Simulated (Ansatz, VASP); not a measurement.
**Two plane-wave programs on RbBr**

```
Rb Br
1.0
     0.00000    3.52980    3.52980
     3.52980    0.00000    3.52980
     3.52980    3.52980    0.00000
Rb Br
1 1
Direct
  0.00000 0.00000 0.00000
  0.50000 0.50000 0.50000
```

Alike in both runs: task relaxation of the atoms; functional r2SCAN; k mesh 8 × 8 × 8; occupations fermi-dirac, width 0.02 eV; no spin polarisation.

|  | VASP | Ansatz |
| --- | --- | --- |
| version | VASP 6.6.1 | Ansatz 0.2.0 |
| potentials or method | VASP PAW PBE potentials, release 64 (Rb_sv, Br), cutoff 520 eV | PAW plane waves |
| valence electrons in the cell | 16 | 16 |

|  | VASP | Ansatz | Ansatz less VASP |
| --- | --- | --- | --- |
| gap on the k mesh at the Fermi level, each at its own relaxed structure (eV) | 4.75 | 4.75 | -0.001 |

VASP's potentials were made for PBE, not for r2SCAN. Ansatz's warnings: stress scf threshold loose.

Noted on VASP's run: the relaxation stopped at its first step, so nothing moved.
